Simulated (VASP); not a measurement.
# V in VASP: a series of runs, part 2 of 3

VASP 6.6.1.

## Step 3: Electric field gradients, PBE, collinear spin, ferromagnetic start (13.02 Å³/atom)

This run uses another cell than the first one, of 13.02 Å³/atom.

INCAR

```
ALGO = Normal
EDIFF = 1E-8
ENCUT = 520
GGA = PE
ISIF = 2
ISMEAR = -1
ISPIN = 2
LASPH = T
LCHARG = F
LEFG = T
LMAXMIX = 4
LORBIT = 11
LREAL = F
LWAVE = F
MAGMOM = 1.5
NBANDS = 16
NELM = 150
PREC = Accurate
SIGMA = 0.03
```

KPOINTS

```
k-points
0
Gamma
  19 19 19
```

POSCAR

```
V
1.0
   -1.4821137825      1.4821137825      1.4821137825
    1.4821137825     -1.4821137825      1.4821137825
    1.4821137825      1.4821137825     -1.4821137825
V
1
Direct
    0.0000000000      0.0000000000      0.0000000000
```

Potentials or basis: VASP PAW PBE potentials, release 64 (V_sv).

On the command line:

```console
$ cat potpaw_PBE.64/V_sv/POTCAR > POTCAR
$ mpirun -np 1 vasp_std > vasp.out
```

OUTCAR:

```text
EDIFF = 1E-8
   ENCUT = 520
   GGA = PE
   ISIF = 2
   ISMEAR = -1
   ISPIN = 2
   LASPH = T
   LORBIT = 11
   LREAL = F
   NELM = 150
   PREC = Accurate

 ion  position               nearest neighbor table
   1  0.000  0.000  0.000-

  LATTYP: Found a body centered cubic cell.
 ALAT       =     2.9642275650

  Lattice vectors:

 A1 = (  -1.4821137825,   1.4821137825,   1.4821137825)
 A2 = (   1.4821137825,  -1.4821137825,   1.4821137825)
 A3 = (   1.4821137825,   1.4821137825,  -1.4821137825)

Analysis of symmetry for initial positions (statically):
=====================================================================
 Subroutine PRICEL returns:
 Original cell was already a primitive cell.

 Routine SETGRP: Setting up the symmetry group for a
 body centered cubic supercell.

 Subroutine GETGRP returns: Found 48 space group operations
 (whereof 48 operations were pure point group operations)
 out of a pool of 48 trial point group operations.

The static configuration has the point symmetry O_h .

Analysis of symmetry for dynamics (positions and initial velocities):
=====================================================================
 Subroutine PRICEL returns:
 Original cell was already a primitive cell.

 Routine SETGRP: Setting up the symmetry group for a
 body centered cubic supercell.

 Subroutine GETGRP returns: Found 48 space group operations
 (whereof 48 operations were pure point group operations)
 out of a pool of 48 trial point group operations.

The dynamic configuration has the point symmetry O_h .

Analysis of structural, dynamic, and magnetic symmetry:
=====================================================================
 Subroutine PRICEL returns:
 Original cell was already a primitive cell.

 Routine SETGRP: Setting up the symmetry group for a
 body centered cubic supercell.

 Subroutine GETGRP returns: Found 48 space group operations
 (whereof 48 operations were pure point group operations)
 out of a pool of 48 trial point group operations.

The overall configuration has the point symmetry O_h .

 Subroutine INISYM returns: Found 48 space group operations
 (whereof 48 operations are pure point group operations),
 and found     1 'primitive' translations

----------------------------------------------------------------------------------------

                                     Primitive cell

  volume of cell :      13.0228

  direct lattice vectors                    reciprocal lattice vectors
    -1.482113782  1.482113782  1.482113782     0.000000000  0.337356015  0.337356015
     1.482113782 -1.482113782  1.482113782     0.337356015  0.000000000  0.337356015
     1.482113782  1.482113782 -1.482113782     0.337356015  0.337356015  0.000000000

  length of vectors
     2.567096374  2.567096374  2.567096374     0.477093452  0.477093452  0.477093452

  position of ions in fractional coordinates (direct lattice)
     0.000000000  0.000000000  0.000000000

  ion indices of the primitive-cell ions
   primitive index   ion index
                 1           1

----------------------------------------------------------------------------------------

 KPOINTS: k-points

[... 92 lines left out ...]
   GGA     = PE    functional components
   LHFCALC =     F    Hartree Fock is set to
   AEXX    =    0.0000 exact exchange contribution
   IVDW    =     0    specifies the selected vdW correction
   LEPSILON=     F    determine dielectric tensor
   LRPA    =     F    only Hartree local field effects (RPA)
 spin polarized calculation
  energy-cutoff  :      520.00
  volume of cell :       13.02
 maximum number of plane-waves:       370
   NGX =  9   NGY =  9   NGZ =  9

 number of electron      12.9999999 magnetization       0.0000052

 number of electron      12.9999999 magnetization      -0.0000106

 Free energy of the ion-electron system (eV)
  ---------------------------------------------------
  ext. energy  EPLUGINS =         0.00000000
  ---------------------------------------------------
  free energy    TOTEN  =        -8.98599045 eV

  energy without entropy =       -8.98121737  energy(sigma->0) =       -8.98360391

 E-fermi :  10.1316     XC(G=0): -13.0882

 val. band max:       10.1307004385   @ k =  -0.3158   0.3158   0.1579
 cond. band min:      10.1381581664   @ k =  -0.3684   0.4211   0.1579
 fundamental gap:      0.0074577279
 Fermi energy:        10.1315647465

 spin component 1

 k-point     1 :       0.0000    0.0000    0.0000
  band No.  band energies     occupation
      1     -53.5449      1.00000
      2     -26.7882      1.00000
      3     -26.7882      1.00000
      4     -26.7882      1.00000
      5       3.4766      1.00000
      6      10.5540      0.00000
[... 435 lines left out ...]
      5       7.0333      1.00000
      6       9.1847      1.00000
[... 8 lines left out ...]
     15      38.4576      0.00000
     16      39.6309      0.00000

 [... further k-points ...]

 spin component 2

 k-point     1 :       0.0000    0.0000    0.0000
  band No.  band energies     occupation
      1     -53.5449      1.00000
      2     -26.7882      1.00000
      3     -26.7882      1.00000
      4     -26.7882      1.00000
      5       3.4766      1.00000
      6      10.5540      0.00000
[... 435 lines left out ...]
      5       7.0333      1.00000
      6       9.1847      1.00000
[... 8 lines left out ...]
     15      38.4576      0.00000
     16      39.6309      0.00000

 [... further k-points ...]

------------------------ aborting loop because EDIFF is reached ----------------------------------------

  FORCE on cell =-STRESS in cart. coord.  units (eV):
  Direction    XX          YY          ZZ          XY          YZ          ZX
  --------------------------------------------------------------------------------------
  -------------------------------------------------------------------------------------
  Total        0.5257124      0.5257124      0.5257124      0.0000000      0.0000000     -0.0000000
  in kB       64.6776364     64.6776364     64.6776364      0.0000000      0.0000000     -0.0000000
  external PRESSURE =      64.6776364 kB  Pullay stress =       0.0000000 kB

 VOLUME and BASIS-vectors are now :
 -----------------------------------------------------------------------------
  energy-cutoff  :      520.00
  volume of cell :       13.02
      direct lattice vectors                 reciprocal lattice vectors
    -1.482113782  1.482113782  1.482113782     0.000000000  0.337356015  0.337356015
     1.482113782 -1.482113782  1.482113782     0.337356015  0.000000000  0.337356015
     1.482113782  1.482113782 -1.482113782     0.337356015  0.337356015  0.000000000

 POSITION                                       TOTAL-FORCE (eV/Angst)
 -----------------------------------------------------------------------------------
      0.00000      0.00000      0.00000        -0.000000     -0.000000     -0.000000
 -----------------------------------------------------------------------------------
    total drift:                                0.000000     -0.000000      0.000000

  FREE ENERGIE OF THE ION-ELECTRON SYSTEM (eV)
  ---------------------------------------------------
  free  energy   TOTEN  =        -8.9859904503 eV

  energy  without entropy=       -8.9812173741  energy(sigma->0) =       -8.98360391

 Electric field gradients (V/A^2)
---------------------------------------------------------------------
 ion       V_xx      V_yy      V_zz      V_xy      V_xz      V_yz
---------------------------------------------------------------------
   1      -0.000     0.000    -0.000     0.002     0.002     0.002
---------------------------------------------------------------------

 Electric field gradients after diagonalization (V/A^2)
 (convention: |V_zz| > |V_xx| > |V_yy|)
----------------------------------------------------------------------
 ion       V_xx      V_yy      V_zz     asymmetry (V_yy - V_xx)/ V_zz
----------------------------------------------------------------------
   1      -0.002    -0.002     0.003       0.000
----------------------------------------------------------------------

           NMR quadrupolar parameters

 Cq : quadrupolar parameter    Cq=e*Q*V_zz/h
 eta: asymmetry parameters     (V_yy - V_xx)/ V_zz
 Q  : nuclear electric quadrupole moment in mb (millibarn)
----------------------------------------------------------------------
 ion       Cq(MHz)       eta       Q (mb)
----------------------------------------------------------------------
   1       0.000       0.000       1.000
----------------------------------------------------------------------

 total charge

# of ion       s       p       d       tot
------------------------------------------
    1        2.351   6.232   3.129  11.712

 magnetization (x)

# of ion       s       p       d       tot
------------------------------------------
    1       -0.000  -0.000  -0.000  -0.000
```

OSZICAR:

```text
N       E                     dE             d eps       ncg     rms          rms(c)
DAV:   1     0.914855368134E+02    0.91486E+02   -0.65078E+03 14288   0.899E+02
DAV:   2    -0.847494514947E+01   -0.99960E+02   -0.95727E+02 15352   0.271E+02
DAV:   3    -0.998416022250E+01   -0.15092E+01   -0.15068E+01 16048   0.360E+01
DAV:   4    -0.998980478973E+01   -0.56446E-02   -0.56445E-02 16776   0.232E+00
DAV:   5    -0.998985200740E+01   -0.47218E-04   -0.47218E-04 16096   0.198E-01    0.200E+01
DAV:   6    -0.898261823587E+01    0.10072E+01   -0.14881E+00 14400   0.208E+01    0.275E+00
DAV:   7    -0.898602672489E+01   -0.34085E-02   -0.78076E-02 16040   0.268E+00    0.188E+00
DAV:   8    -0.898811574479E+01   -0.20890E-02   -0.47590E-03 15000   0.837E-01    0.907E-01
DAV:   9    -0.898571060993E+01    0.24051E-02   -0.15076E-03 16152   0.463E-01    0.219E-01
DAV:  10    -0.898597281478E+01   -0.26220E-03   -0.61544E-04 15656   0.235E-01    0.341E-02
DAV:  11    -0.898598703815E+01   -0.14223E-04   -0.20049E-05 16048   0.502E-02    0.207E-02
DAV:  12    -0.898599050385E+01   -0.34657E-05   -0.82027E-06 15232   0.260E-02    0.519E-03
DAV:  13    -0.898599032873E+01    0.17512E-06   -0.21568E-07 16176   0.361E-03    0.249E-03
DAV:  14    -0.898599037679E+01   -0.48062E-07   -0.38804E-08 14840   0.157E-03    0.100E-03
DAV:  15    -0.898599044181E+01   -0.65018E-07   -0.16945E-08 11320   0.848E-04    0.223E-04
DAV:  16    -0.898599045030E+01   -0.84935E-08   -0.11786E-09  7368   0.315E-04
   1 F= -.89859905E+01 E0= -.89836039E+01  d E =-.477308E-02  mag=    -0.0000
```

Run time: 37 s. Hardware: 1 thread of Intel Xeon 6975P-C (Granite Rapids), shared host; peak memory 0.18 GiB.

What came out:

```
Free energy                                           : -8.9860 eV
Pressure                                              : 6.5 GPa
Net moment                                            : 0.00 μB per cell
Largest electric field gradient by atom               : zero within the noise of the run
Valence electrons inside the program's atomic spheres : V 11.71
```

Caveat: the cell stands under pressure.

## Step 4: Electric field gradients, PBE, collinear spin, ferromagnetic start (13.58 Å³/atom)

This run uses another cell than the first one, of 13.58 Å³/atom.

INCAR

```
SYSTEM = V
ALGO     = Normal         ! electronic algorithm
EDIFF    = 1E-8           ! SCF threshold, eV
ENCUT    = 520            ! plane-wave cutoff, eV
GGA      = PE             ! functional
ISIF     = 2              ! what is computed and relaxed
ISMEAR   = -1             ! smearing method
ISPIN    = 2              ! spin polarisation
LASPH    = .TRUE.         ! aspherical terms in the spheres
LCHARG   = .FALSE.        ! write CHGCAR
LEFG     = .TRUE.       
LMAXMIX  = 4              ! l up to which the mixer works
LORBIT   = 11             ! projections on sites
LREAL    = .FALSE.        ! projectors in reciprocal space
LWAVE    = .FALSE.        ! write WAVECAR
MAGMOM   = 1.5            ! initial moments
NBANDS   = 16             ! bands
NELM     = 150            ! most SCF steps
PREC     = Accurate       ! precision mode
SIGMA    = 0.03           ! smearing width, eV
```

KPOINTS

```
k-points
0
G
  19 19 19
  0 0 0
```

POSCAR

```
V
1.0
   -1.5028453316      1.5028453316      1.5028453316
    1.5028453316     -1.5028453316      1.5028453316
    1.5028453316      1.5028453316     -1.5028453316
V
1
Direct
    0.0000000000      0.0000000000      0.0000000000
```

Potentials or basis: VASP PAW PBE potentials, release 64 (V_sv).

On the command line:

```console
$ cat potpaw_PBE.64/V_sv/POTCAR > POTCAR
$ mpirun -np 1 vasp_std > vasp.out
```

OUTCAR:

```text
SYSTEM = V
   EDIFF = 1E-8
   ENCUT = 520
   GGA = PE
   ISIF = 2
   ISMEAR = -1
   ISPIN = 2
   LASPH = .TRUE.
   LORBIT = 11
   LREAL = .FALSE.
   NELM = 150
   PREC = Accurate

 ion  position               nearest neighbor table
   1  0.000  0.000  0.000-

  LATTYP: Found a body centered cubic cell.
 ALAT       =     3.0056906632

  Lattice vectors:

 A1 = (  -1.5028453316,   1.5028453316,   1.5028453316)
 A2 = (   1.5028453316,  -1.5028453316,   1.5028453316)
 A3 = (   1.5028453316,   1.5028453316,  -1.5028453316)

Analysis of symmetry for initial positions (statically):
=====================================================================
 Subroutine PRICEL returns:
 Original cell was already a primitive cell.

 Routine SETGRP: Setting up the symmetry group for a
 body centered cubic supercell.

 Subroutine GETGRP returns: Found 48 space group operations
 (whereof 48 operations were pure point group operations)
 out of a pool of 48 trial point group operations.

The static configuration has the point symmetry O_h .

Analysis of symmetry for dynamics (positions and initial velocities):
=====================================================================
 Subroutine PRICEL returns:
 Original cell was already a primitive cell.

 Routine SETGRP: Setting up the symmetry group for a
 body centered cubic supercell.

 Subroutine GETGRP returns: Found 48 space group operations
 (whereof 48 operations were pure point group operations)
 out of a pool of 48 trial point group operations.

The dynamic configuration has the point symmetry O_h .

Analysis of structural, dynamic, and magnetic symmetry:
[... 634 lines left out ...]
      6      10.0196      0.00000
[... 435 lines left out ...]
      5       6.5877      1.00000
      6       8.7262      1.00000
[... 8 lines left out ...]
     15      37.1821      0.00000
     16      38.2780      0.00000

 [... further k-points ...]

------------------------ aborting loop because EDIFF is reached ----------------------------------------

  FORCE on cell =-STRESS in cart. coord.  units (eV):
  Direction    XX          YY          ZZ          XY          YZ          ZX
  --------------------------------------------------------------------------------------
  -------------------------------------------------------------------------------------
  Total       -0.1264158     -0.1264158     -0.1264158      0.0000000     -0.0000000      0.0000000
  in kB      -14.9179487    -14.9179487    -14.9179487      0.0000000     -0.0000000      0.0000000
  external PRESSURE =     -14.9179487 kB  Pullay stress =       0.0000000 kB

 VOLUME and BASIS-vectors are now :
 -----------------------------------------------------------------------------
  energy-cutoff  :      520.00
  volume of cell :       13.58
      direct lattice vectors                 reciprocal lattice vectors
    -1.502845332  1.502845332  1.502845332     0.000000000  0.332702235  0.332702235
     1.502845332 -1.502845332  1.502845332     0.332702235  0.000000000  0.332702235
     1.502845332  1.502845332 -1.502845332     0.332702235  0.332702235  0.000000000

 POSITION                                       TOTAL-FORCE (eV/Angst)
 -----------------------------------------------------------------------------------
      0.00000      0.00000      0.00000         0.000000     -0.000000      0.000000
 -----------------------------------------------------------------------------------
    total drift:                                0.000000     -0.000000      0.000000

  FREE ENERGIE OF THE ION-ELECTRON SYSTEM (eV)
  ---------------------------------------------------
  free  energy   TOTEN  =        -8.9943602310 eV

  energy  without entropy=       -8.9891156065  energy(sigma->0) =       -8.99173792

 Electric field gradients (V/A^2)
---------------------------------------------------------------------
 ion       V_xx      V_yy      V_zz      V_xy      V_xz      V_yz
---------------------------------------------------------------------
   1      -0.000     0.000     0.000     0.003     0.003     0.003
---------------------------------------------------------------------

 Electric field gradients after diagonalization (V/A^2)
 (convention: |V_zz| > |V_xx| > |V_yy|)
----------------------------------------------------------------------
 ion       V_xx      V_yy      V_zz     asymmetry (V_yy - V_xx)/ V_zz
----------------------------------------------------------------------
   1      -0.003    -0.003     0.005       0.000
----------------------------------------------------------------------

           NMR quadrupolar parameters

 Cq : quadrupolar parameter    Cq=e*Q*V_zz/h
 eta: asymmetry parameters     (V_yy - V_xx)/ V_zz
 Q  : nuclear electric quadrupole moment in mb (millibarn)
----------------------------------------------------------------------
 ion       Cq(MHz)       eta       Q (mb)
----------------------------------------------------------------------
   1       0.000       0.000       1.000
----------------------------------------------------------------------

 total charge

# of ion       s       p       d       tot
------------------------------------------
    1        2.339   6.219   3.080  11.638

 magnetization (x)

# of ion       s       p       d       tot
------------------------------------------
    1       -0.000  -0.000  -0.000  -0.000
```

Wall time 38 s (1 thread of Intel Xeon 6975P-C (Granite Rapids), shared host); peak memory 0.19 GiB.

What came out:

```yaml
Free_energy: -8.9944 eV
Pressure: -1.5 GPa
Net_moment: 0.00 μB per cell
Largest_electric_field_gradient_by_atom: zero within the noise of the run
Valence_electrons_inside_the_program's_atomic_spheres: V 11.64
```

(Continued in part 3 of 3.)
